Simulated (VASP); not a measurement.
# PtSe2 in VASP: single point with PBE+D3(BJ)

Aim: the single point of PtSe2 with PBE+D3(BJ).

Program: VASP 6.6.1. These are calculated values, not measurements. Logs are shortened: lines on timing, memory, paths and dates and some standing lists are left out, and cuts for length are marked.

## (1) The cell of the first run

The cell holds a slab with vacuum, 6 atoms: a = 3.707 Å, b = 3.707 Å, c = 22.798 Å, α = 90.00°, β = 90.00°, γ = 120.00°.

## (2) Single point, PBE+D3(BJ)

The input, INCAR:

```
  PREC = Accurate
  ENCUT = 520
  EDIFF = 1E-7
  ISMEAR = 0
  SIGMA = 0.05
  LREAL = False
  LASPH = True
  NELM = 100
  ALGO = Normal
  ISIF = 2
  LWAVE = False
  LCHARG = False
  LDIPOL = True
  IDIPOL = 3
  DIPOL = 0.5 0.5 0.395
  GGA = PE
  IVDW = 12
  NBANDS = 31
```

The input, KPOINTS:

```
Automatic mesh
0
Gamma
  9 9 1
```

The input, POSCAR:

```
PtSe2
1.0
    3.7070358035      0.0000000000      0.0000000000
   -1.8535179017      3.2103871786      0.0000000000
    0.0000000000      0.0000000000     22.7981617435
Se Pt
4 2
Direct
    0.6666666667      0.3333333333      0.1973843352
    0.3333333333      0.6666666667      0.3135814612
    0.6666666667      1.3333333333      0.4763138798
    1.0000000000      1.0000000000      0.5925110057
    0.0000000000      0.0000000000      0.2554828982
    1.3333333333      1.6666666667      0.5344124428
```

Potentials or basis: VASP PAW PBE potentials, release 64 (Se, Pt).

Run with:

```
> cat potpaw_PBE.64/Se/POTCAR potpaw_PBE.64/Pt/POTCAR > POTCAR
> mpirun -np 1 vasp_std > vasp.out
```

OUTCAR:

```text
PREC = Accurate
   ENCUT = 520
   EDIFF = 1E-7
   ISMEAR = 0
   LREAL = False
   LASPH = True
   NELM = 100
   ISIF = 2
   GGA = PE
   IVDW = 12
 IVDW          = 12

 ion  position               nearest neighbor table
   1  0.667  0.333  0.197-   5 2.52   5 2.52   5 2.52
   2  0.333  0.667  0.314-   5 2.52   5 2.52   5 2.52
   3  0.667  0.333  0.476-   6 2.52   6 2.52   6 2.52
   4  0.000  0.000  0.593-   6 2.52   6 2.52   6 2.52
   5  0.000  0.000  0.255-   1 2.52   2 2.52   1 2.52   2 2.52   1 2.52   2 2.52
   6  0.333  0.667  0.534-   4 2.52   4 2.52   4 2.52   3 2.52   3 2.52   3 2.52

  LATTYP: Found a hexagonal cell.
 ALAT       =     3.7070358035
 C/A-ratio  =     6.1499707454

  Lattice vectors:

 A1 = (   3.7070358035,   0.0000000000,   0.0000000000)
 A2 = (  -1.8535179017,   3.2103871786,   0.0000000000)
 A3 = (   0.0000000000,   0.0000000000,  22.7981617435)

Analysis of symmetry for initial positions (statically):
=====================================================================
 Subroutine PRICEL returns:
 Original cell was already a primitive cell.

 Routine SETGRP: Setting up the symmetry group for a
 hexagonal supercell.

 Subroutine GETGRP returns: Found  6 space group operations
 (whereof  6 operations were pure point group operations)
 out of a pool of 24 trial point group operations.

The static configuration has the point symmetry C_3v.

Analysis of symmetry for dynamics (positions and initial velocities):
=====================================================================
 Subroutine PRICEL returns:
 Original cell was already a primitive cell.

 Routine SETGRP: Setting up the symmetry group for a
 hexagonal supercell.

 Subroutine GETGRP returns: Found  6 space group operations
 (whereof  6 operations were pure point group operations)
 out of a pool of 24 trial point group operations.

The dynamic configuration has the point symmetry C_3v.

 Subroutine INISYM returns: Found  6 space group operations
 (whereof  6 operations are pure point group operations),
 and found     1 'primitive' translations

----------------------------------------------------------------------------------------

                                     Primitive cell

  volume of cell :     271.3214

  direct lattice vectors                    reciprocal lattice vectors
     3.707035804  0.000000000  0.000000000     0.269757308  0.155744455  0.000000000
    -1.853517902  3.210387179  0.000000000     0.000000000  0.311488909  0.000000000
     0.000000000  0.000000000 22.798161743     0.000000000  0.000000000  0.043863186

  length of vectors
     3.707035804  3.707035804 22.798161743     0.311488909  0.311488909  0.043863186

  position of ions in fractional coordinates (direct lattice)
     0.666666667  0.333333333  0.197384335
     0.333333333  0.666666667  0.313581461
     0.666666667  0.333333333  0.476313880
     0.000000000  0.000000000  0.592511006
     0.000000000  0.000000000  0.255482898
     0.333333333  0.666666667  0.534412443

  ion indices of the primitive-cell ions
   primitive index   ion index
                 1           1
                 2           2
                 3           3
                 4           4
                 5           5
                 6           6

----------------------------------------------------------------------------------------

 KPOINTS: Automatic mesh

Automatic generation of k-mesh.
 Grid dimensions read from file:
 generate k-points for:    9    9    1

 Generating k-lattice:

  Cartesian coordinates                     Fractional coordinates (reciprocal lattice)
     0.029973034  0.017304939  0.000000000     0.111111111  0.000000000  0.000000000
     0.000000000  0.034609879  0.000000000     0.000000000  0.111111111  0.000000000
     0.000000000  0.000000000  0.043863186     0.000000000  0.000000000  1.000000000

  Length of vectors
     0.034609879  0.034609879  0.043863186

  Shift w.r.t. Gamma in fractional coordinates (k-lattice)
     0.000000000  0.000000000  0.000000000

 Subroutine IBZKPT returns following result:
 ===========================================

 Found     12 irreducible k-points:

 Following reciprocal coordinates:
            Coordinates               Weight
  0.000000  0.000000  0.000000      1.000000
  0.111111 -0.000000  0.000000      6.000000
  0.222222  0.000000  0.000000      6.000000
  0.333333  0.000000  0.000000      6.000000
  0.444444  0.000000  0.000000      6.000000
  0.111111  0.111111  0.000000      6.000000
  0.222222  0.111111  0.000000     12.000000
  0.333333  0.111111  0.000000     12.000000
  0.444444  0.111111  0.000000      6.000000
  0.222222  0.222222  0.000000      6.000000
  0.333333  0.222222  0.000000     12.000000
  0.333333  0.333333  0.000000      2.000000
   k-points           NKPTS =     12   k-points in BZ     NKDIM =     12   number of bands    NBANDS=     31
   number of dos      NEDOS =    301   number of ions     NIONS =      6
   total plane-waves  NPLWV = 141120
   dimension x,y,z NGX =    28 NGY =   28 NGZ =  180
   dimension x,y,z NGXF=    56 NGYF=   56 NGZF=  360
   ions per type =               4   2
   NGX,Y,Z   is equivalent  to a cutoff of  12.56, 12.56, 13.13 a.u.
   NGXF,Y,Z  is equivalent  to a cutoff of  25.11, 25.11, 26.25 a.u.
 SYSTEM =  unknown system
   PREC   = accura    normal or accurate (medium, high low for compatibility)
   ISTART =      0    job   : 0-new  1-cont  2-samecut
   ICHARG =      2    charge: 1-file 2-atom 10-const
   ISPIN  =      1    spin polarized calculation?
   LNONCOLLINEAR =      F non collinear calculations
   LSORBIT =      F    spin-orbit coupling
   LASPH  =      T    aspherical Exc in radial PAW
   ENCUT  =  520.0 eV  38.22 Ry    6.18 a.u.   6.89  6.89 42.39*2*pi/ulx,y,z
   NELM   =    100;   NELMIN=  2; NELMDL= -5     # of ELM steps
   EDIFF  = 0.1E-06   stopping-criterion for ELM
   LREAL  =      F    real-space projection
   EDIFFG = 0.1E-05   stopping-criterion for IOM
   NSW    =      0    number of steps for IOM
   IBRION =     -1    ionic relax: 0-MD 1-quasi-New 2-CG
   NFREE  =      0    steps in history (QN), initial steepest desc. (CG)
   ISIF   =      2    stress and relaxation
   ISYM   =      2    0-nonsym 1-usesym 2-fastsym
   POTIM  = 0.5000    time-step for ionic-motion
   TEBEG  =    0.0;   TEEND  =   0.0 temperature during run
   PSTRESS=    0.0 pullay stress
   NELECT =      44.0000    total number of electrons
   NUPDOWN=      -1.0000    fix difference up-down
   EMIN   =  10.00;   EMAX   =-10.00  energy-range for DOS
   EFERMI =   0.00;   METHOD = LEGACY
   ISMEAR =     0;   SIGMA  =   0.05  broadening in eV -4-tet -1-fermi 0-gaus
   EFERMI_NEDOS =   21; number of points for ismear=-14 and -15
   IALGO  =     38    algorithm
   IMIX   =      4    mixing-type and parameters
     AMIX     =   0.40;   BMIX     =  1.00
     AMIX_MAG =   1.60;   BMIX_MAG =  1.00
  volume/ion in A,a.u.               =      45.22       305.16
  Fermi-wavevector in a.u.,A,eV,Ry     =   0.892752  1.687057 10.843938  0.797007
  Thomas-Fermi vector in A             =   2.014742
   LORBIT       =      0    0 simple, 1 ext, 2 COOP (PROOUT), +10 PAW based schemes
   GGA     = PE    functional components
   LHFCALC =     F    Hartree Fock is set to
   AEXX    =    0.0000 exact exchange contribution
   IVDW    =    12    specifies the selected vdW correction
   LEPSILON=     F    determine dielectric tensor
   LRPA    =     F    only Hartree local field effects (RPA)
 non-spin polarized calculation
 Gauss-broadening in eV      SIGMA  =   0.05
  energy-cutoff  :      520.00
  volume of cell :      271.32
 maximum number of plane-waves:      7334
 NGX is ok and might be reduce to    28
   NGX = 13   NGY = 13   NGZ = 85

 number of electron      44.0000001 magnetization

 dipolmoment           0.000000      0.000000     -0.001215 electrons x Angstroem

 Free energy of the ion-electron system (eV)
  ---------------------------------------------------
  ext. energy  EPLUGINS =         0.00000000
  ---------------------------------------------------
  free energy    TOTEN  =       -28.58238774 eV

  energy without entropy =      -28.58238774  energy(sigma->0) =      -28.58238774

 E-fermi :  -0.2740     XC(G=0):  -5.5326

 val. band max:       -0.5461507398   @ k =   0.1111   0.1111   0.0000
 cond. band min:       0.5581454785   @ k =   0.2222   0.0000   0.0000
 fundamental gap:      1.1042962183
 Fermi energy:        -0.2739525153

 k-point     1 :       0.0000    0.0000    0.0000
  band No.  band energies     occupation
      1     -14.7477      2.00000
      2     -14.7121      2.00000
      3     -12.9999      2.00000
      4     -12.9319      2.00000
      5      -5.9523      2.00000
      6      -5.7839      2.00000
[... 23 lines left out ...]
     30       4.8353      0.00000
     31       4.9743      0.00000

 k-point     2 :       0.1111   -0.0000    0.0000
  band No.  band energies     occupation
      1     -14.6152      2.00000
      2     -14.5798      2.00000
      3     -13.0032      2.00000
      4     -12.9403      2.00000
      5      -5.8589      2.00000
      6      -5.7989      2.00000
[... 23 lines left out ...]
     30       5.5524      0.00000
     31       5.5968      0.00000

 k-point     3 :       0.2222    0.0000    0.0000
  band No.  band energies     occupation
      1     -14.2485      2.00000
      2     -14.2143      2.00000
      3     -13.0153      2.00000
      4     -12.9652      2.00000
      5      -5.8671      2.00000
      6      -5.7900      2.00000
[... 23 lines left out ...]
     30       5.3464      0.00000
     31       6.0645      0.00000

 k-point     4 :       0.3333    0.0000    0.0000
  band No.  band energies     occupation
      1     -13.7554      2.00000
      2     -13.7249      2.00000
      3     -13.0377      2.00000
      4     -13.0029      2.00000
      5      -6.1047      2.00000
      6      -6.0721      2.00000
[... 23 lines left out ...]
     30       5.9348      0.00000
     31       6.3092      0.00000

 k-point     5 :       0.4444    0.0000    0.0000
  band No.  band energies     occupation
      1     -13.3539      2.00000
      2     -13.3300      2.00000
      3     -13.0702      2.00000
      4     -13.0465      2.00000
      5      -6.7295      2.00000
      6      -6.7040      2.00000
[... 23 lines left out ...]
     30       5.6730      0.00000
     31       6.8782      0.00000

 k-point     6 :       0.1111    0.1111    0.0000
  band No.  band energies     occupation
      1     -14.3650      2.00000
      2     -14.3304      2.00000
      3     -13.0110      2.00000
      4     -12.9569      2.00000
      5      -5.8419      2.00000
      6      -5.7788      2.00000
[... 23 lines left out ...]
     30       5.9428      0.00000
     31       6.3403      0.00000

 k-point     7 :       0.2222    0.1111    0.0000
  band No.  band energies     occupation
      1     -13.9302      2.00000
      2     -13.8980      2.00000
      3     -13.0280      2.00000
      4     -12.9879      2.00000
      5      -5.8153      2.00000
      6      -5.7438      2.00000
[... 23 lines left out ...]
     30       5.7458      0.00000
     31       6.5825      0.00000

 k-point     8 :       0.3333    0.1111    0.0000
  band No.  band energies     occupation
      1     -13.4680      2.00000
      2     -13.4414      2.00000
      3     -13.0531      2.00000
      4     -13.0264      2.00000
      5      -6.3531      2.00000
      6      -6.3287      2.00000
[... 23 lines left out ...]
     30       6.3443      0.00000
     31       6.6994      0.00000

 k-point     9 :       0.4444    0.1111    0.0000
  band No.  band energies     occupation
      1     -13.2395      2.00000
      2     -13.2181      2.00000
      3     -13.0813      2.00000
      4     -13.0603      2.00000
      5      -6.7023      2.00000
      6      -6.6784      2.00000
[... 23 lines left out ...]
     30       6.2448      0.00000
     31       7.2275      0.00000

 k-point    10 :       0.2222    0.2222    0.0000
  band No.  band energies     occupation
      1     -13.5146      2.00000
      2     -13.4869      2.00000
      3     -13.0459      2.00000
      4     -13.0178      2.00000
      5      -5.9696      2.00000
      6      -5.9462      2.00000
[... 23 lines left out ...]
     30       6.2380      0.00000
     31       6.8057      0.00000

 k-point    11 :       0.3333    0.2222    0.0000
  band No.  band energies     occupation
      1     -13.1919      2.00000
      2     -13.1710      2.00000
      3     -13.0671      2.00000
      4     -13.0477      2.00000
      5      -6.2945      2.00000
      6      -6.2735      2.00000
[... 23 lines left out ...]
     30       6.9723      0.00000
     31       7.3710      0.00000

 k-point    12 :       0.3333    0.3333    0.0000
  band No.  band energies     occupation
      1     -13.0794      2.00000
      2     -13.0690      2.00000
      3     -13.0627      2.00000
      4     -13.0519      2.00000
      5      -5.9776      2.00000
      6      -5.9610      2.00000
[... 23 lines left out ...]
     30       7.2924      0.00000
     31       7.3757      0.00000

------------------------ aborting loop because EDIFF is reached ----------------------------------------

 vacuum level on the upper side and lower side of the slab       (xc-potential included)        -0.099        -0.081

 Edisp (eV)   -2.03000

 E8    (eV) :    -0.9006

  FORCE on cell =-STRESS in cart. coord.  units (eV):
  Direction    XX          YY          ZZ          XY          YZ          ZX
  --------------------------------------------------------------------------------------
  -------------------------------------------------------------------------------------
  Total      -0.18383    -0.18383    -0.81069    -0.00000     0.00000     0.00000
  in kB      -1.08551    -1.08551    -4.78719    -0.00000     0.00000     0.00000
  external pressure =       -2.32 kB  Pullay stress =        0.00 kB

 VOLUME and BASIS-vectors are now :
 -----------------------------------------------------------------------------
  energy-cutoff  :      520.00
  volume of cell :      271.32
      direct lattice vectors                 reciprocal lattice vectors
     3.707035804  0.000000000  0.000000000     0.269757308  0.155744455  0.000000000
    -1.853517902  3.210387179  0.000000000     0.000000000  0.311488909  0.000000000
     0.000000000  0.000000000 22.798161743     0.000000000  0.000000000  0.043863186

 POSITION                                       TOTAL-FORCE (eV/Angst)
 -----------------------------------------------------------------------------------
      1.85352      1.07013      4.50000        -0.000000      0.000000      0.000684
     -0.00000      2.14026      7.14908        -0.000000      0.000000      0.087606
      1.85352      1.07013     10.85908         0.000000     -0.000000     -0.094719
      0.00000      0.00000     13.50816        -0.000000     -0.000000     -0.003864
      0.00000      0.00000      5.82454        -0.000000      0.000000      0.068398
     -0.00000      2.14026     12.18362         0.000000     -0.000000     -0.058105
 -----------------------------------------------------------------------------------
    total drift:                                0.000000     -0.000000      0.000312

  FREE ENERGIE OF THE ION-ELECTRON SYSTEM (eV)
  ---------------------------------------------------
  free  energy   TOTEN  =       -30.6123829751 eV

  energy  without entropy=      -30.6123829751  energy(sigma->0) =      -30.61238298

 vacuum level on the upper side and lower side of the slab         4.892         4.912
```

Wall time 1.7 min (1 thread of Intel Xeon 6975P-C (Granite Rapids), shared host); peak memory 0.4 GiB.

What came out:

```yaml
Free_energy: -30.6124 eV
Largest_force: 0.095 eV/Å
Band_gap_on_the_k_mesh: 1.10 eV, indirect (least direct gap 1.29 eV)
Dispersion_energy_per_atom: -0.338 eV
```

Forces in eV/Å, atoms in the order of the input:
```
Se   0.000  0.000  0.001
Se   0.000  0.000  0.088
Se   0.000  0.000 -0.095
Se   0.000  0.000 -0.004
Pt   0.000  0.000  0.068
Pt   0.000  0.000 -0.058
```

Caveat: spin-orbit coupling is left out, which moves the levels of the heavy elements.
